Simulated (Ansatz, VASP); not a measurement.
# Two plane-wave programs on Al3GaN4

```
Al Ga N
1.0
     4.31898    0.00000    0.00000
     0.00000    4.31898    0.00000
     0.00000    0.00000    4.31898
Al Ga N
3 1 4
Cartesian
  2.1595 2.1595 0.0000
  2.1595 0.0000 2.1595
  0.0000 2.1595 2.1595
  0.0000 0.0000 0.0000
  3.2164 3.2164 1.1026
  3.2164 1.1026 3.2164
  1.1026 3.2164 3.2164
  1.1026 1.1026 1.1026
```

Change from the starting cell: equal engineering shear yz, xz and xy +0.0000, equal normal strain along x, y and z -0.0200.

Alike in both runs: task single point; functional PBEsol; k mesh 6 × 6 × 6; occupations gaussian, width 0.05 eV; no spin polarisation.

```csv
,VASP,Ansatz
version,VASP 6.6.1,Ansatz 0.2.0
potentials or method,"VASP PAW PBE potentials, release 64 (Al, Ga_d, N), cutoff 520 eV","scalar-relativistic, plane waves, PAW"
valence electrons in the cell,42,42
```

```tsv
	VASP	Ansatz	Ansatz less VASP
gap on the k mesh at the Fermi level (eV)	3.35	3.36	+0.006
least direct gap on the mesh (eV)	3.36	3.36	+0.005
pressure (GPa)	13.5	13.5	+0.01
rms of the force components (eV/Å)	0.001	0.007	+0.0064
```

VASP's potentials were made for PBE, not for PBEsol. Atom by atom the forces differ by 0.006 eV/Å (rms over components). The functional is the same, so the differences come from potentials, cutoffs and numerics.
